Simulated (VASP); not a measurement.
A run of VASP 6.6.1 is set up as follows.

File INCAR:

```
SYSTEM = Si4Hg
PREC     = Accurate       ! precision mode
ENCUT    = 520            ! plane-wave cutoff, eV
EDIFF    = 1E-6           ! SCF threshold, eV
ISMEAR   = 0              ! smearing method
SIGMA    = 0.1            ! smearing width, eV
LREAL    = .FALSE.        ! projectors in reciprocal space
LASPH    = .TRUE.         ! aspherical terms in the spheres
NELM     = 100            ! most SCF steps
ALGO     = Normal         ! electronic algorithm
ISIF     = 2              ! what is computed and relaxed
LWAVE    = .FALSE.        ! write WAVECAR
LCHARG   = .TRUE.         ! write CHGCAR
GGA      = PE             ! functional
LELF     = .TRUE.         ! ELF
LVHAR    = .TRUE.       
NBANDS   = 22             ! bands
```

The input KPOINTS:

```
regular mesh
0
G
  4 4 4
  0 0 0
```

POSCAR

```
Si4Hg
1.0
   -2.7679766300      2.7679766300      2.7679766300
    2.7679766300     -2.7679766300      2.7679766300
    2.7679766300      2.7679766300     -2.7679766300
Si Hg
4 1
Direct
    0.5000000000      0.5000000000      0.5000000000
    0.0000000000      0.0000000000      0.5000000000
    0.0000000000      0.5000000000      0.0000000000
    0.5000000000      0.0000000000      0.0000000000
    0.0000000000      0.0000000000      0.0000000000
```

Potentials or basis: VASP PAW PBE potentials, release 64 (Si, Hg).

The run is started by

```console
$ cat potpaw_PBE.64/Si/POTCAR potpaw_PBE.64/Hg/POTCAR > POTCAR
$ mpirun -np 1 vasp_std > vasp.out
```

(1) Predict the pressure.

(2) Predict the band gap on the k mesh.

Results:

(1) 28.7 GPa.

(2) zero (band 14 reaches 8.68 eV, above the bottom of band 15 at 4.76 eV).

Caveat: the k points lie up to 0.40 Å⁻¹ apart; spin-orbit coupling is left out, which moves the levels of the heavy elements.
